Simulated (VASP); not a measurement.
Wanted: the native input for a VASP 6.6.1 run.

| Quantity | Value |
| --- | --- |
| Task | single point |
| Functional | PBE-based screened hybrid |
| Potentials or basis | VASP PAW PBE potentials, release 64 (Si) |
| Cutoff | 520 eV |
| k mesh | 4 × 4 × 4 |
| Occupations | fermi-dirac, width 0.05 eV |
| Spin | no spin polarisation |
| Dipole correction | no |
| Grid for exact exchange (PRECFOCK) | Normal |
| Share of exact exchange | 0.2 |
| Further INCAR settings | ALGO = Normal; EDIFF = 1e-07; NBANDS = 11 |
| Screening parameter | 0.2 1/Å |

Si:

```xyz
2
Lattice="0.0000 2.7219 2.7219 2.7219 0.0000 2.7219 2.7219 2.7219 0.0000" Properties=species:S:1:pos:R:3 pbc="T T T"
Si    2.7219    2.7219    2.7219
Si    4.0828    4.0828    4.0828
```

These files were run (other wordings do the same):

POSCAR

```
Si
1.0
    0.0000000000      2.7218511865      2.7218511865
    2.7218511865      0.0000000000      2.7218511865
    2.7218511865      2.7218511865      0.0000000000
Si
2
Direct
    0.5000000000      0.5000000000      0.5000000000
    0.7500000000      0.7500000000      0.7500000000
```

INCAR.step1

```
ALGO     = Normal         # electronic algorithm
EDIFF    = 1E-5           # SCF threshold, eV
ENCUT    = 520            # plane-wave cutoff, eV
GGA      = PE             # functional
ISIF     = 2              # what is computed and relaxed
ISMEAR   = -1             # smearing method
LASPH    = T              # aspherical terms in the spheres
LCHARG   = F              # write CHGCAR
LREAL    = F              # projectors in reciprocal space
LWAVE    = T              # write WAVECAR
NBANDS   = 11             # bands
NELM     = 60             # most SCF steps
PREC     = Accurate       # precision mode
SIGMA    = 0.05           # smearing width, eV
```

INCAR.step2

```
AEXX     = 0.2            # exact-exchange fraction
ALGO     = Normal         # electronic algorithm
EDIFF    = 1E-7           # SCF threshold, eV
ENCUT    = 520            # plane-wave cutoff, eV
GGA      = PE             # functional
HFSCREEN = 0.2            # screening, 1/A
ISIF     = 2              # what is computed and relaxed
ISMEAR   = -1             # smearing method
ISTART   = 1            
LASPH    = T              # aspherical terms in the spheres
LCHARG   = F              # write CHGCAR
LHFCALC  = T              # exact exchange
LREAL    = F              # projectors in reciprocal space
LWAVE    = F              # write WAVECAR
NBANDS   = 11             # bands
NELM     = 60             # most SCF steps
PREC     = Accurate       # precision mode
PRECFOCK = Normal       
SIGMA    = 0.05           # smearing width, eV
```

KPOINTS

```
k-points
0
Gamma
  4 4 4
```

Potentials or basis: VASP PAW PBE potentials, release 64 (Si).

Run with:

```sh
$ cat potpaw_PBE.64/Si/POTCAR > POTCAR
$ cp INCAR.step1 INCAR
$ mpirun -np 1 vasp_std > vasp.out
$ cp INCAR.step2 INCAR
$ mpirun -np 1 vasp_std > vasp.out
```

It gave:

```yaml
Pressure: 0.4 GPa
Band_gap_on_the_k_mesh: 1.22 eV, indirect (least direct gap 3.20 eV)
```

Caveat: the k points lie up to 0.50 Å⁻¹ apart; the PAW data sets were made with another functional, which shifts forces and pressure a little.

Wall time 110 s on 1 thread of Intel(R) Xeon(R) Platinum 8488C (Sapphire Rapids) (shared host), peak memory 0.26 GiB.
